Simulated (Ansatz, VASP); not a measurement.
**Two plane-wave programs on ZnS**

```xyz
2
Lattice="0.0000 2.6945 2.6945 2.6945 0.0000 2.6945 2.6945 2.6945 0.0000" Properties=species:S:1:pos:R:3 pbc="T T T"
Zn    0.0204    0.1072   -0.0166
S     4.0213    3.9345    4.0584
```

Change from the starting cell: all atoms moved at random, sigma 0.1 Å a component.

Alike in both runs: task single point; functional r2SCAN; k mesh 8 × 8 × 8; occupations gaussian, width 0.05 eV; no spin polarisation.

|  | VASP | Ansatz |
| --- | --- | --- |
| version | VASP 6.6.1 | Ansatz 0.2.0 |
| potentials or method | VASP PAW PBE potentials, release 64 (Zn, S), cutoff 520 eV | scalar-relativistic, plane waves, PAW |
| valence electrons in the cell | 18 | 18 |

|  | VASP | Ansatz | Ansatz less VASP |
| --- | --- | --- | --- |
| gap on the k mesh at the Fermi level (eV) | 2.64 | 2.63 | -0.010 |
| least direct gap on the mesh (eV) | 2.64 | 2.63 | -0.010 |
| pressure (GPa) | 1.9 | 1.8 | -0.08 |
| traceless stress, the component that is largest in VASP (GPa) | -5.41 | -5.36 | +0.045 |
| rms of the force components (eV/Å) | 0.836 | 0.828 | -0.0074 |

VASP's potentials were made for PBE, not for r2SCAN. Atom by atom the forces differ by 0.007 eV/Å (rms over components).
